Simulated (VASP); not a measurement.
# TiAl3Ni2: relaxation of shape and atoms at fixed volume with PBE

TiAl3Ni2:

```
Ti Al Ni
1.0
     4.10151    0.00000    0.00000
    -2.05075    3.55201    0.00000
     0.00000    0.00000    5.30823
Ti Al Ni
1 3 2
Direct
  0.00000 0.00000 0.50000
  0.33333 0.66667 0.25289
  0.66667 0.33333 0.74711
  0.00000 0.00000 0.00000
  0.33333 0.66667 0.75446
  0.66667 0.33333 0.24554
```

```yaml
Program: VASP 6.6.1
Task: relaxation of shape and atoms at fixed volume
Functional: PBE
Potentials_or_basis: VASP PAW PBE potentials, release 64 (Ti_sv, Al, Ni)
Cutoff: 600 eV
k_mesh: 12 × 12 × 8
Occupations: gaussian, width 0.1 eV
Spin: no spin polarisation
Dipole_correction: no
Further_INCAR_settings: ALGO = Fast; EDIFF = 1e-06; IBRION = 2; EDIFFG = -0.01; NSW = 50; ISIF = 4
```

```
Energy gained by relaxing : 2.7 meV/atom
Ionic steps               : 8
Pressure after relaxing   : 9.5 GPa
Band gap on the k mesh    : zero (an odd number of electrons rules out a gap without spin polarisation)
```

Stress tensor (GPa, compression positive):
```
9.49 0.00 0.00
0.00 9.49 0.00
0.00 0.00 9.40
```

The path:
```tsv
step	energy change (eV)	largest force (eV/Å)	pressure (GPa)	volume (Å³)
1	0.0000	0.0369	8.81	77.33
2	-0.0160	0.0338	9.49	77.33
3	-0.0160	0.0351	9.55	77.33
4	-0.0161	0.0257	9.52	77.33
5	-0.0162	0.0141	9.49	77.33
6	-0.0162	0.0158	9.57	77.33
7	-0.0163	0.0126	9.43	77.33
8	-0.0163	0.0018	9.46	77.33
```

Final structure:
```
Ti Al Ni
1.0
     4.10507    0.00000    0.00000
    -2.05253    3.55509    0.00000
     0.00000    0.00000    5.29902
Ti Al Ni
1 3 2
Direct
  0.00000 0.00000 0.50000
  0.33333 0.66667 0.25338
  0.66667 0.33333 0.74662
  0.00000 0.00000 0.00000
  0.33333 0.66667 0.75656
  0.66667 0.33333 0.24344
```

Levels at points of the mesh, in eV from the Fermi level:
```
           k point  band 17  band 18  band 19  band 20  band 21  band 22  band 23  band 24
(0.00, 0.00, 0.00)    -1.32    -0.77    -0.77     0.75     0.75     0.77     1.88     1.88
(0.50, 0.00, 0.00)    -1.90    -1.55    -1.39    -0.90    -0.79    -0.28     0.80     1.24
(0.00, 0.00, 0.50)    -0.48    -0.32    -0.32     0.63     0.63     2.02     2.02     2.70
(0.50, 0.00, 0.50)    -1.81    -1.61    -1.61    -0.37     0.24     0.94     1.02     1.37
```

Run time: 70 min on 1 thread of Intel Xeon 8259CL, with other jobs on the host, peak memory 0.49 GiB.

Spin polarisation is off, so any magnetic state and its effect on volume and gap are missing.
